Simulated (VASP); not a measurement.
Wanted: the native input for a VASP 6.6.1 run.

```
Task                   : relaxation of shape and atoms at fixed volume
Functional             : PBE
Potentials or basis    : VASP PAW PBE potentials, release 64 (Mo_sv, P)
Cutoff                 : 500 eV
k mesh                 : 18 × 18 × 14
Occupations            : gaussian, width 0.1 eV
Spin                   : no spin polarisation
Dipole correction      : no
Further INCAR settings : ALGO = Normal; EDIFF = 1e-07; IBRION = 2; EDIFFG = -0.01; NSW = 50; ISIF = 4
```

The structure of MoP lies in POSCAR:

```
MoP
1.0
    3.3112788065      0.0000000000      0.0000000000
   -1.6556394033      2.8676515655      0.0000000000
    0.0000000000      0.0000000000      3.2447829608
Mo P
1 1
Direct
    0.0000000000      0.0000000000      0.0000000000
    0.3333333333      0.6666666667      0.5000000000
```

One way to write it, as run:

INCAR

```
ALGO     = Normal         # electronic algorithm
EDIFF    = 1E-7           # SCF threshold, eV
EDIFFG   = -0.01          # ionic threshold
ENCUT    = 500            # plane-wave cutoff, eV
GGA      = PE             # functional
GGA_COMPAT= False        
IBRION   = 2              # ionic algorithm
ISIF     = 4              # what is computed and relaxed
ISMEAR   = 0              # smearing method
LASPH    = True           # aspherical terms in the spheres
LCHARG   = False          # write CHGCAR
LREAL    = False          # projectors in reciprocal space
LWAVE    = False          # write WAVECAR
NELM     = 120            # most SCF steps
NELMIN   = 4            
NSW      = 50             # ionic steps
PREC     = Accurate       # precision mode
SIGMA    = 0.1            # smearing width, eV
```

KPOINTS

```
k-points
0
Gamma
  18 18 14
```

Potentials or basis: VASP PAW PBE potentials, release 64 (Mo_sv, P).

Run with:

```bash
$ cat potpaw_PBE.64/Mo_sv/POTCAR potpaw_PBE.64/P/POTCAR > POTCAR
$ mpirun -np 1 vasp_std > vasp.out
```

It gave:

The energy gained by relaxing is 0.3 meV/atom and the ionic steps are 3. The pressure after relaxing is -10.9 GPa. The band gap on the k mesh is zero (an odd number of electrons rules out a gap without spin polarisation).

Run time: 52 s on 1 thread of Intel(R) Xeon(R) Platinum 8559C (Emerald Rapids), with other jobs on the host, peak memory 0.23 GiB.
